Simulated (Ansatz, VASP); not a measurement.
# One calculation of Cd3SO2, two programs

```
Cd S O
1.0
     3.79426    0.00000    0.00000
    -1.89713    3.28593    0.00000
     0.00000    0.00000    9.43193
Cd S O
3 1 2
Direct
  0.66667 0.33333 0.88325
  0.00000 0.00000 0.27905
  0.33333 0.66667 0.58244
  0.00000 0.00000 0.00826
  0.66667 0.33333 0.64973
  0.33333 0.66667 0.34727
```

Alike in both runs: functional PBE; k mesh 12 × 12 × 4; occupations gaussian, width 0.1 eV; no spin polarisation.

Ansatz relaxed the structure, and its values are those at the end. VASP's run is a single point on that final structure, the one shown.

```csv
,VASP,Ansatz
version,VASP 6.6.1,Ansatz 0.2.0
potentials or method,"VASP PAW PBE potentials, release 64 (Cd, S, O), cutoff 520 eV","scalar-relativistic, plane waves, PAW"
valence electrons in the cell,54,78
```

Ansatz gave:

* gap on the k mesh at the Fermi level (eV): none
* pressure (GPa): 0.0
* rms of the force components (eV/Å): 0.002

What did VASP give for the same quantities?

gap on the k mesh at the Fermi level (eV): none; pressure (GPa): 0.7; rms of the force components (eV/Å): 0.018.

A gap of «none» marks a metal or a gap that the smearing closes. With one functional, cell and mesh, what is left measures potentials, basis and numerics. VASP's potentials hold 54 valence electrons a cell and Ansatz's 78, so a difference there can come from the potentials and not from the codes.
